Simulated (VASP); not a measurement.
Here is a VASP 6.6.1 calculation.

Contents of INCAR:

```
SYSTEM = Ru
ALGO = Fast ; EDIFF = 1E-6
ENCUT = 520 ; GGA = PE
ISIF = 2 ; ISMEAR = 0
LASPH = .TRUE. ; LCHARG = .FALSE.
LREAL = .FALSE. ; LWAVE = .FALSE.
NBANDS = 21 ; NELM = 80
PREC = Accurate ; SIGMA = 0.1
```

Contents of KPOINTS:

```
k-points
0
G
  18 18 10
  0 0 0
```

The input POSCAR:

```
Ru
1.0
    2.8786728537      0.0000000000      0.0000000000
   -1.4393364268      2.4930038205      0.0000000000
    0.0000000000      0.0000000000      4.1700995910
Ru
2
Direct
    0.3333333333      0.6666666667      0.2500000000
    0.6666666667      0.3333333333      0.7500000000
```

Potentials or basis: VASP PAW PBE potentials, release 64 (Ru_pv).

Command:

```sh
$ cat potpaw_PBE.64/Ru_pv/POTCAR > POTCAR
$ mpirun -np 1 vasp_std > vasp.out
```

Predict the band gap on the k mesh.

zero (bands 14 and 15 overlap by 2.54 eV).

Predict the pressure.

-18.4 GPa.

Stress tensor (GPa, compression positive):
```
-26.70   0.00   0.00
  0.00 -26.70   0.00
  0.00   0.00  -1.74
```

Caveat: the cell differs from its parent crystal (strained); the stress differs along the axes, from -27 to -2 GPa.
